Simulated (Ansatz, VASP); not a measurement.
Sc4SiN: VASP beside Ansatz

```xyz
6
Lattice="4.0537 -3.5528 0.0000 4.0537 3.5528 0.0000 0.0000 0.0000 4.7867" Properties=species:S:1:pos:R:3 pbc="T T T"
Sc    4.0537   -1.6232    0.0000
Sc    4.0537    1.6232    0.0000
Sc    2.0269   -1.7764    2.3934
Sc    2.0269    1.7764    2.3934
Si    4.0537    0.0000    2.3934
N     0.0000    0.0000    0.0000
```

Change from the starting cell: species swapped into the CeAlCo4 type (Cmmm, No. 65).

Alike in both runs: functional PBE; k mesh 4 × 4 × 4; occupations gaussian, width 0.1 eV; no spin polarisation.

Ansatz relaxed the structure, and its values are those at the end. VASP's run is a single point on that final structure, the one shown.

|  | VASP | Ansatz |
| --- | --- | --- |
| version | VASP 6.6.1 | Ansatz 0.2.0 |
| potentials or method | VASP PAW PBE potentials, release 64 (Sc_sv, Si, N), cutoff 600 eV | scalar-relativistic, plane waves, PAW |
| valence electrons in the cell | 53 | 53 |

|  | VASP | Ansatz | Ansatz less VASP |
| --- | --- | --- | --- |
| gap on the k mesh at the Fermi level (eV) | none | none | - |
| pressure (GPa) | 0.2 | 0.0 | -0.19 |
| rms of the force components (eV/Å) | 0.035 | 0.003 | -0.0326 |

A gap of «none» marks a metal or a gap that the smearing closes.
